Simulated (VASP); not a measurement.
# SnO (Pm-3m) in VASP: further runs

The runs below take SnO through single point, with r2SCAN.

Program: VASP 6.6.1. These are calculated values, not measurements. Logs are shortened: lines on timing, memory, paths and dates and some standing lists are left out, and cuts for length are marked.

**1. The cell of the first run**

It takes space group Pm-3m (No. 221, cubic). Conventional cell: a = 3.103 Å, b = 3.103 Å, c = 3.103 Å, α = 90.00°, β = 90.00°, γ = 90.00°. Within 3.5 Å of Sn (site symmetry m-3m) lie 8 O at 2.69 Å and 6 Sn at 3.10 Å. Within 3.5 Å of O (site symmetry m-3m) lie 8 Sn at 2.69 Å and 6 O at 3.10 Å.

**2. Single point, r2SCAN**

POSCAR reads:

```
SnO
1.0
    3.1034067823      0.0000000000      0.0000000000
    0.0000000000      3.1034067823      0.0000000000
    0.0000000000      0.0000000000      3.1034067823
Sn O
1 1
Direct
    0.0000000000      0.0000000000      0.0000000000
    0.5000000000      0.5000000000      0.5000000000
```

INCAR.step1 reads:

```
SYSTEM = SnO
PREC = Accurate
ENCUT = 520
ISMEAR = 0
SIGMA = 0.01
LREAL = .False.
LASPH = .True.
NELM = 80
NBANDS = 17
GGA = PE
ALGO = Normal
EDIFF = 1E-4
LWAVE = .True.
LCHARG = .False.
```

INCAR.step2 reads:

```
SYSTEM = SnO
PREC = Accurate
ENCUT = 520
EDIFF = 1E-6
ISMEAR = 0
SIGMA = 0.01
LREAL = .False.
LASPH = .True.
NELM = 80
ALGO = Normal
ISIF = 2
LWAVE = .False.
LCHARG = .False.
METAGGA = R2SCAN
LMIXTAU = .True.
NBANDS = 17
ISTART = 1
```

KPOINTS reads:

```
regular mesh
0
Gamma
  6 6 6
  0 0 0
```

Potentials or basis: VASP PAW PBE potentials, release 64 (Sn_d, O).

On the command line:

```console
$ cat potpaw_PBE.64/Sn_d/POTCAR potpaw_PBE.64/O/POTCAR > POTCAR
$ cp INCAR.step1 INCAR
$ mpirun -np 1 vasp_std > vasp.out
$ cp INCAR.step2 INCAR
$ mpirun -np 1 vasp_std > vasp.out
```

OUTCAR:

```text
SYSTEM = SnO
   PREC = Accurate
   ENCUT = 520
   EDIFF = 1E-6
   ISMEAR = 0
   LREAL = .False.
   LASPH = .True.
   NELM = 80
   ISIF = 2
   METAGGA = R2SCAN
   ISTART = 1

 ion  position               nearest neighbor table
   1  0.000  0.000  0.000-   2 2.69   2 2.69   2 2.69   2 2.69   2 2.69   2 2.69   2 2.69   2 2.69

   2  0.500  0.500  0.500-   1 2.69   1 2.69   1 2.69   1 2.69   1 2.69   1 2.69   1 2.69   1 2.69

  LATTYP: Found a simple cubic cell.
 ALAT       =     3.1034067823

  Lattice vectors:

 A1 = (   3.1034067823,   0.0000000000,   0.0000000000)
 A2 = (   0.0000000000,   3.1034067823,   0.0000000000)
 A3 = (   0.0000000000,   0.0000000000,   3.1034067823)

Analysis of symmetry for initial positions (statically):
=====================================================================
 Subroutine PRICEL returns:
 Original cell was already a primitive cell.

 Routine SETGRP: Setting up the symmetry group for a
 simple cubic supercell.

 Subroutine GETGRP returns: Found 48 space group operations
 (whereof 48 operations were pure point group operations)
 out of a pool of 48 trial point group operations.

The static configuration has the point symmetry O_h .

Analysis of symmetry for dynamics (positions and initial velocities):
=====================================================================
 Subroutine PRICEL returns:
 Original cell was already a primitive cell.

 Routine SETGRP: Setting up the symmetry group for a
 simple cubic supercell.

 Subroutine GETGRP returns: Found 48 space group operations
 (whereof 48 operations were pure point group operations)
 out of a pool of 48 trial point group operations.

The dynamic configuration has the point symmetry O_h .

 Subroutine INISYM returns: Found 48 space group operations
 (whereof 48 operations are pure point group operations),
 and found     1 'primitive' translations

----------------------------------------------------------------------------------------

                                     Primitive cell

  volume of cell :      29.8893

  direct lattice vectors                    reciprocal lattice vectors
     3.103406782  0.000000000  0.000000000     0.322226530  0.000000000  0.000000000
     0.000000000  3.103406782  0.000000000     0.000000000  0.322226530  0.000000000
     0.000000000  0.000000000  3.103406782     0.000000000  0.000000000  0.322226530

  length of vectors
     3.103406782  3.103406782  3.103406782     0.322226530  0.322226530  0.322226530

  position of ions in fractional coordinates (direct lattice)
     0.000000000  0.000000000  0.000000000
     0.500000000  0.500000000  0.500000000

  ion indices of the primitive-cell ions
   primitive index   ion index
                 1           1
                 2           2

----------------------------------------------------------------------------------------

 KPOINTS: regular mesh

Automatic generation of k-mesh.
 Grid dimensions read from file:
 generate k-points for:    6    6    6

 Generating k-lattice:

  Cartesian coordinates                     Fractional coordinates (reciprocal lattice)
     0.053704422  0.000000000  0.000000000     0.166666667  0.000000000  0.000000000
     0.000000000  0.053704422  0.000000000     0.000000000  0.166666667  0.000000000
     0.000000000  0.000000000  0.053704422     0.000000000  0.000000000  0.166666667

  Length of vectors
     0.053704422  0.053704422  0.053704422

  Shift w.r.t. Gamma in fractional coordinates (k-lattice)
     0.000000000  0.000000000  0.000000000

 Subroutine IBZKPT returns following result:
 ===========================================

 Found     20 irreducible k-points:

 Following reciprocal coordinates:
            Coordinates               Weight
  0.000000  0.000000  0.000000      1.000000
  0.166667  0.000000  0.000000      6.000000
  0.333333  0.000000  0.000000      6.000000
  0.500000  0.000000  0.000000      3.000000
  0.166667  0.166667  0.000000     12.000000
  0.333333  0.166667  0.000000     24.000000
[... 12 lines left out ...]
  0.500000  0.500000  0.333333      6.000000
  0.500000  0.500000  0.500000      1.000000
   k-points           NKPTS =     20   k-points in BZ     NKDIM =     20   number of bands    NBANDS=     17
   number of dos      NEDOS =    301   number of ions     NIONS =      2
   total plane-waves  NPLWV =  13824
   dimension x,y,z NGX =    24 NGY =   24 NGZ =   24
   dimension x,y,z NGXF=    48 NGYF=   48 NGZF=   48
   ions per type =               1   1
   NGX,Y,Z   is equivalent  to a cutoff of  12.86, 12.86, 12.86 a.u.
   NGXF,Y,Z  is equivalent  to a cutoff of  25.71, 25.71, 25.71 a.u.
 SYSTEM =  SnO
   PREC   = accura    normal or accurate (medium, high low for compatibility)
   ISTART =      1    job   : 0-new  1-cont  2-samecut
   ICHARG =      0    charge: 1-file 2-atom 10-const
   ISPIN  =      1    spin polarized calculation?
   LNONCOLLINEAR =      F non collinear calculations
   LSORBIT =      F    spin-orbit coupling
   LASPH  =      T    aspherical Exc in radial PAW
   ENCUT  =  520.0 eV  38.22 Ry    6.18 a.u.   5.77  5.77  5.77*2*pi/ulx,y,z
   NELM   =     80;   NELMIN=  2; NELMDL=  0     # of ELM steps
   EDIFF  = 0.1E-05   stopping-criterion for ELM
   LREAL  =      F    real-space projection
   EDIFFG = 0.1E-04   stopping-criterion for IOM
   NSW    =      0    number of steps for IOM
   IBRION =     -1    ionic relax: 0-MD 1-quasi-New 2-CG
   NFREE  =      0    steps in history (QN), initial steepest desc. (CG)
   ISIF   =      2    stress and relaxation
   ISYM   =      2    0-nonsym 1-usesym 2-fastsym
   POTIM  = 0.5000    time-step for ionic-motion
   TEBEG  =    0.0;   TEEND  =   0.0 temperature during run
   PSTRESS=    0.0 pullay stress
   NELECT =      20.0000    total number of electrons
   NUPDOWN=      -1.0000    fix difference up-down
   EMIN   =  10.00;   EMAX   =-10.00  energy-range for DOS
   EFERMI =   0.00;   METHOD = LEGACY
   ISMEAR =     0;   SIGMA  =   0.01  broadening in eV -4-tet -1-fermi 0-gaus
   EFERMI_NEDOS =   21; number of points for ismear=-14 and -15
   IALGO  =     38    algorithm
   IMIX   =      4    mixing-type and parameters
     AMIX     =   0.40;   BMIX     =  1.00
     AMIX_MAG =   1.60;   BMIX_MAG =  1.00
  volume/ion in A,a.u.               =      14.94       100.85
  Fermi-wavevector in a.u.,A,eV,Ry     =   1.431900  2.705899 27.896550  2.050339
  Thomas-Fermi vector in A             =   2.551586
   LORBIT       =      0    0 simple, 1 ext, 2 COOP (PROOUT), +10 PAW based schemes
   METAGGA = R2SCAN    functional components
   LHFCALC =     F    Hartree Fock is set to
   AEXX    =    0.0000 exact exchange contribution
   IVDW    =     0    specifies the selected vdW correction
   LEPSILON=     F    determine dielectric tensor
   LRPA    =     F    only Hartree local field effects (RPA)
 non-spin polarized calculation
 Gauss-broadening in eV      SIGMA  =   0.01
  energy-cutoff  :      520.00
  volume of cell :       29.89
 maximum number of plane-waves:       840
 NGX is ok and might be reduce to    24
   NGX = 11   NGY = 11   NGZ = 11

 number of electron      19.9999991 magnetization

 Free energy of the ion-electron system (eV)
  ---------------------------------------------------
  ext. energy  EPLUGINS =         0.00000000
  ---------------------------------------------------
  free energy    TOTEN  =       -31.58881478 eV

  energy without entropy =      -31.58881478  energy(sigma->0) =      -31.58881478

 E-fermi :   8.1311     XC(G=0): -12.1179

 val. band max:        8.0857389706   @ k =   0.5000   0.1667   0.0000
 cond. band min:       8.4388345064   @ k =   0.5000   0.5000   0.5000
 fundamental gap:      0.3530955357
 Fermi energy:         8.1311383789

 k-point     1 :       0.0000    0.0000    0.0000
  band No.  band energies     occupation
      1     -14.2121      2.00000
      2     -14.2121      2.00000
      3     -13.8215      2.00000
      4     -13.8215      2.00000
      5     -13.8215      2.00000
      6     -10.8766      2.00000
[... 9 lines left out ...]
     16      28.6023      0.00000
     17      28.9057      0.00000

 k-point     2 :       0.1667    0.0000    0.0000
  band No.  band energies     occupation
      1     -14.2079      2.00000
      2     -14.1418      2.00000
      3     -13.8457      2.00000
      4     -13.8457      2.00000
      5     -13.8194      2.00000
      6     -10.7219      2.00000
[... 9 lines left out ...]
     16      25.9853      0.00000
     17      27.5485      0.00000

 k-point     3 :       0.3333    0.0000    0.0000
  band No.  band energies     occupation
      1     -14.1996      2.00000
      2     -14.0010      2.00000
      3     -13.8940      2.00000
      4     -13.8940      2.00000
      5     -13.8153      2.00000
      6     -10.3838      2.00000
[... 9 lines left out ...]
     16      23.6739      0.00000
     17      26.8353      0.00000

 k-point     4 :       0.5000    0.0000    0.0000
  band No.  band energies     occupation
      1     -14.1955      2.00000
      2     -13.9305      2.00000
      3     -13.9179      2.00000
      4     -13.9179      2.00000
      5     -13.8133      2.00000
      6     -10.1973      2.00000
[... 9 lines left out ...]
     16      26.4704      0.00000
     17      26.8869      0.00000

 k-point     5 :       0.1667    0.1667    0.0000
  band No.  band energies     occupation
      1     -14.1716      2.00000
      2     -14.1024      2.00000
      3     -13.8803      2.00000
      4     -13.8450      2.00000
      5     -13.8414      2.00000
      6     -10.5650      2.00000
[... 9 lines left out ...]
     16      24.2408      0.00000
     17      26.5909      0.00000

 k-point     6 :       0.3333    0.1667    0.0000
  band No.  band energies     occupation
      1     -14.1523      2.00000
      2     -13.9700      2.00000
      3     -13.9468      2.00000
      4     -13.8904      2.00000
      5     -13.8379      2.00000
      6     -10.2278      2.00000
[... 9 lines left out ...]
     16      25.3446      0.00000
     17      25.8907      0.00000

 k-point     7 :       0.5000    0.1667    0.0000
  band No.  band energies     occupation
      1     -14.1469      2.00000
      2     -13.9789      2.00000
      3     -13.9137      2.00000
      4     -13.8991      2.00000
      5     -13.8354      2.00000
      6     -10.0450      2.00000
[... 9 lines left out ...]
     16      24.7294      0.00000
     17      25.9745      0.00000

 k-point     8 :       0.3333    0.3333    0.0000
  band No.  band energies     occupation
      1     -14.0954      2.00000
      2     -14.0457      2.00000
      3     -13.8848      2.00000
      4     -13.8813      2.00000
      5     -13.8691      2.00000
      6      -9.9044      2.00000
[... 9 lines left out ...]
     16      24.7653      0.00000
     17      26.1969      0.00000
[... 123 lines left out ...]
      1     -14.0723      2.00000
      2     -14.0033      2.00000
      3     -13.9416      2.00000
      4     -13.9097      2.00000
      5     -13.8012      2.00000
      6      -9.6847      2.00000
[... 9 lines left out ...]
     16      23.5449      0.00000
     17      26.9588      0.00000

 k-point    16 :       0.5000    0.5000    0.1667
  band No.  band energies     occupation
      1     -14.1174      2.00000
      2     -13.9801      2.00000
      3     -13.9340      2.00000
      4     -13.9340      2.00000
      5     -13.7431      2.00000
      6      -9.5609      2.00000
[... 9 lines left out ...]
     16      22.7087      0.00000
     17      28.9927      0.00000

 k-point    17 :       0.3333    0.3333    0.3333
  band No.  band energies     occupation
      1     -14.0198      2.00000
      2     -13.9725      2.00000
      3     -13.9725      2.00000
      4     -13.8615      2.00000
      5     -13.8615      2.00000
      6      -9.6651      2.00000
[... 9 lines left out ...]
     16      21.6447      0.00000
     17      30.2264      0.00000

 k-point    18 :       0.5000    0.3333    0.3333
  band No.  band energies     occupation
      1     -14.0420      2.00000
      2     -14.0020      2.00000
      3     -13.9693      2.00000
      4     -13.8594      2.00000
      5     -13.7828      2.00000
      6      -9.5823      2.00000
[... 9 lines left out ...]
     16      22.2016      0.00000
     17      30.6388      0.00000

 k-point    19 :       0.5000    0.5000    0.3333
  band No.  band energies     occupation
      1     -14.0596      2.00000
      2     -13.9986      2.00000
      3     -13.9986      2.00000
      4     -13.8200      2.00000
      5     -13.7404      2.00000
      6      -9.5300      2.00000
[... 9 lines left out ...]
     16      21.8816      0.00000
     17      30.0549      0.00000

 k-point    20 :       0.5000    0.5000    0.5000
  band No.  band energies     occupation
      1     -14.0305      2.00000
      2     -14.0305      2.00000
      3     -14.0305      2.00000
      4     -13.7390      2.00000
      5     -13.7390      2.00000
      6      -9.5142      2.00000
[... 9 lines left out ...]
     16      21.7038      0.00000
     17      29.1106      0.00000

------------------------ aborting loop because EDIFF is reached ----------------------------------------

  FORCE on cell =-STRESS in cart. coord.  units (eV):
  Direction    XX          YY          ZZ          XY          YZ          ZX
  --------------------------------------------------------------------------------------
  -------------------------------------------------------------------------------------
  Total        0.0580294      0.0580294      0.0580294      0.0000000     -0.0000000      0.0000000
  in kB        3.1105876      3.1105876      3.1105876      0.0000000     -0.0000000      0.0000000
  external PRESSURE =       3.1105876 kB  Pullay stress =       0.0000000 kB

 VOLUME and BASIS-vectors are now :
 -----------------------------------------------------------------------------
  energy-cutoff  :      520.00
  volume of cell :       29.89
      direct lattice vectors                 reciprocal lattice vectors
     3.103406782  0.000000000  0.000000000     0.322226530  0.000000000  0.000000000
     0.000000000  3.103406782  0.000000000     0.000000000  0.322226530  0.000000000
     0.000000000  0.000000000  3.103406782     0.000000000  0.000000000  0.322226530

 POSITION                                       TOTAL-FORCE (eV/Angst)
 -----------------------------------------------------------------------------------
      0.00000      0.00000      0.00000         0.000000      0.000000      0.000000
      1.55170      1.55170      1.55170         0.000000      0.000000      0.000000
 -----------------------------------------------------------------------------------
    total drift:                                0.000000      0.000000     -0.000000

  FREE ENERGIE OF THE ION-ELECTRON SYSTEM (eV)
  ---------------------------------------------------
  free  energy   TOTEN  =       -31.5888147802 eV

  energy  without entropy=      -31.5888147802  energy(sigma->0) =      -31.58881478
```

It took 18 s on 1 thread of Intel Xeon Platinum 8488C (Sapphire Rapids), shared host; peak memory 0.14 GiB.

Results:

```
Free energy            : -31.5888 eV
Pressure               : 0.3 GPa
Band gap on the k mesh : 0.35 eV (least direct gap 1.02 eV)
```

Caveat: the PAW data sets were made with another functional, which shifts forces and pressure a little; spin-orbit coupling is left out, which moves the levels of the heavy elements.

**3. Single point, r2SCAN**

POSCAR is that of step 2.

INCAR.step1 reads:

```
ALGO = Normal ; EDIFF = 1E-4
ENCUT = 520 ; GGA = PE
ISMEAR = 0 ; LASPH = T
LCHARG = F ; LREAL = F
LWAVE = T ; NBANDS = 17
NELM = 60 ; PREC = Accurate
SIGMA = 0.01
```

INCAR.step2 reads:

```
ALGO = Normal ; EDIFF = 1E-6
ENCUT = 520 ; ISIF = 2
ISMEAR = 0 ; ISTART = 1
LASPH = T ; LCHARG = F
LMIXTAU = T ; LREAL = F
LWAVE = F ; METAGGA = R2SCAN
NBANDS = 17 ; NELM = 60
PREC = Accurate ; SIGMA = 0.01
```

KPOINTS reads:

```
k-points
0
Gamma
  6 6 6
```

Potentials or basis: VASP PAW PBE potentials, release 64 (Sn_d, O).

On the command line:

```console
$ cat potpaw_PBE.64/Sn_d/POTCAR potpaw_PBE.64/O/POTCAR > POTCAR
$ cp INCAR.step1 INCAR
$ mpirun -np 1 vasp_std > vasp.out
$ cp INCAR.step2 INCAR
$ mpirun -np 1 vasp_std > vasp.out
```

Run time: 18 s. Hardware: 1 thread of Intel Xeon Platinum 8488C (Sapphire Rapids), shared host; peak memory 0.14 GiB.

Results (log left out):

| Quantity | Value |
| --- | --- |
| Free energy | -31.5888 eV |
| Pressure | 0.3 GPa |
| Band gap on the k mesh | 0.35 eV (least direct gap 1.02 eV) |

Levels at points of the mesh, in eV from the valence-band top:
| k point | band 7 | band 8 | band 9 | band 10 | band 11 | band 12 | band 13 | band 14 |
| --- | --- | --- | --- | --- | --- | --- | --- | --- |
| (0.00, 0.00, 0.00) | -7.41 | -2.50 | -2.50 | -2.50 | 8.86 | 8.86 | 8.86 | 8.86 |
| (0.50, 0.00, 0.00) | -8.94 | -1.73 | -1.73 | -0.65 | 0.76 | 7.88 | 7.88 | 12.01 |
| (0.50, 0.50, 0.00) | -5.50 | -5.50 | -4.54 | -1.59 | 3.98 | 3.98 | 9.61 | 10.76 |
| (0.50, 0.50, 0.50) | -3.31 | -3.31 | -3.31 | -0.90 | 0.35 | 0.35 | 0.35 | 13.62 |

Caveat: the PAW data sets were made with another functional, which shifts forces and pressure a little; spin-orbit coupling is left out, which moves the levels of the heavy elements.

(Continued in part 2 of 2.)
